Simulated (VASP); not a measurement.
Wanted: the native input for a VASP 6.6.1 run.

```yaml
Task: single point
Functional: r2SCAN
Potentials_or_basis: VASP PAW PBE potentials, release 64 (Ba_sv, Te)
Cutoff: 520 eV
k_mesh: 8 × 8 × 8
Occupations: gaussian, width 0.05 eV
Spin: no spin polarisation
Dipole_correction: no
Further_INCAR_settings: ALGO = Normal; EDIFF = 1e-07; NBANDS = 15
```

The system is BaTe.

```
Ba Te
1.0
     0.06394    3.41000    3.41000
     3.47394    0.00000    3.47394
     3.41000    3.41000    0.06394
Ba Te
1 1
Direct
  0.00000 0.00000 0.00000
  0.50000 0.50000 0.50000
```

This cell differs from its parent crystal: strain +0.0375 x Voigt [0, 0, 0, 0, 1, 0].

These files were run (other wordings do the same):

POSCAR

```
BaTe
1.0
    0.0639375000      3.4100000000      3.4100000000
    3.4739375000      0.0000000000      3.4739375000
    3.4100000000      3.4100000000      0.0639375000
Ba Te
1 1
Direct
    0.0000000000      0.0000000000      0.0000000000
    0.5000000000      0.5000000000      0.5000000000
```

INCAR.step1

```
SYSTEM = BaTe
PREC = Accurate ; ENCUT = 520
ISMEAR = 0 ; SIGMA = 0.05
LREAL = .FALSE. ; LASPH = .TRUE.
NELM = 100 ; NBANDS = 15
GGA = PE ; ALGO = Normal
EDIFF = 1E-4 ; LWAVE = .TRUE.
LCHARG = .FALSE.
```

INCAR.step2

```
SYSTEM = BaTe
PREC = Accurate ; ENCUT = 520
EDIFF = 1E-7 ; ISMEAR = 0
SIGMA = 0.05 ; LREAL = .FALSE.
LASPH = .TRUE. ; NELM = 100
ALGO = Normal ; ISIF = 2
LWAVE = .FALSE. ; LCHARG = .FALSE.
METAGGA = R2SCAN ; LMIXTAU = .TRUE.
NBANDS = 15 ; ISTART = 1
```

KPOINTS

```
Automatic mesh
0
G
  8 8 8
  0 0 0
```

Potentials or basis: VASP PAW PBE potentials, release 64 (Ba_sv, Te).

Launch:

```console
$ cat potpaw_PBE.64/Ba_sv/POTCAR potpaw_PBE.64/Te/POTCAR > POTCAR
$ cp INCAR.step1 INCAR
$ mpirun -np 1 vasp_std > vasp.out
$ cp INCAR.step2 INCAR
$ mpirun -np 1 vasp_std > vasp.out
```

It gave:

```json
{"Pressure": "4.5 GPa", "Band gap on the k mesh": "1.61 eV, indirect (least direct gap 1.98 eV)"}
```

Caveat: the cell differs from its parent crystal (strain +0.0375 x Voigt [0, 0, 0, 0, 1, 0]); the PAW data sets were made with another functional, which shifts forces and pressure a little; spin-orbit coupling is left out, which moves the levels of the heavy elements.

Run time: 7.5 min on 1 thread of Intel(R) Xeon(R) Platinum 8259CL CPU @ 2.50GHz (Skylake/Cascade Lake), with other jobs on the host, peak memory 0.31 GiB.
